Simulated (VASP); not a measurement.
Input of a VASP 6.6.1 run:

The input POSCAR:

```
Si
1.0
    0.0000000000      2.7219898878      2.7219898878
    2.7219898878      0.0000000000      2.7219898878
    2.7219898878      2.7219898878      0.0000000000
Si
2
Direct
    0.0000000000      0.0000000000      0.0000000000
    0.2500000000      0.2500000000      0.2500000000
```

The input INCAR.step1:

```
PREC = Accurate
ENCUT = 550
ISMEAR = 0
SIGMA = 0.02
LREAL = False
LASPH = True
NELM = 120
NBANDS = 11
GGA = PE
ALGO = Normal
EDIFF = 1E-5
LWAVE = True
LCHARG = False
GGA_COMPAT = False
```

File INCAR.step2:

```
PREC = Accurate
ENCUT = 550
EDIFF = 1E-6
ISMEAR = 0
SIGMA = 0.02
LREAL = False
LASPH = True
NELM = 120
ALGO = Normal
ISIF = 2
LWAVE = False
LCHARG = True
METAGGA = R2SCAN
LMIXTAU = True
LELF = True
LVHAR = True
NBANDS = 11
ISTART = 1
GGA_COMPAT = False
```

File KPOINTS:

```
Automatic mesh
0
Gamma
  8 8 8
```

Potentials or basis: VASP PAW PBE potentials, release 64 (Si).

Launch:

```console
$ cat potpaw_PBE.64/Si/POTCAR > POTCAR
$ cp INCAR.step1 INCAR
$ mpirun -np 1 vasp_std > vasp.out
$ cp INCAR.step2 INCAR
$ mpirun -np 1 vasp_std > vasp.out
```

(1) What does it give for the band gap on the k mesh?

(2) Predict the pressure.

Results:

(1) 0.83 eV (least direct gap 2.75 eV).

(2) -0.2 GPa.

Caveat: the PAW data sets were made with another functional, which shifts forces and pressure a little.
